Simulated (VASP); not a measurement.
A run of VASP 6.6.1:

Contents of INCAR:

```
PREC = Accurate ; ENCUT = 520
EDIFF = 1E-6 ; ISMEAR = -1
SIGMA = 0.02 ; LREAL = False
LASPH = True ; NELM = 80
ALGO = Normal ; ISIF = 2
LWAVE = False ; LCHARG = False
GGA = PE ; NBANDS = 16
```

Contents of KPOINTS:

```
Automatic mesh
0
Gamma
  14 14 14
```

The input POSCAR:

```
MnS
1.0
    0.0000000000      2.6045000000      2.6045000000
    2.6045000000      0.0000000000      2.6045000000
    2.6045000000      2.6045000000      0.0000000000
Mn S
1 1
Direct
    0.0000000000      0.0000000000      0.0000000000
    0.5000000000      0.5000000000      0.5000000000
```

Potentials or basis: VASP PAW PBE potentials, release 64 (Mn_pv, S).

Command:

```sh
$ cat potpaw_PBE.64/Mn_pv/POTCAR potpaw_PBE.64/S/POTCAR > POTCAR
$ mpirun -np 1 vasp_std > vasp.out
```

Hardware: 1 thread of AMD EPYC 7R13 Processor (Zen 3) (shared host).

Problem. How long does it take, and how much memory?

Solution. Run time: 62 s on 1 thread of AMD EPYC 7R13 Processor (Zen 3), on a shared host, peak memory 0.16 GiB. Counts: scf iterations 13, k points 104.
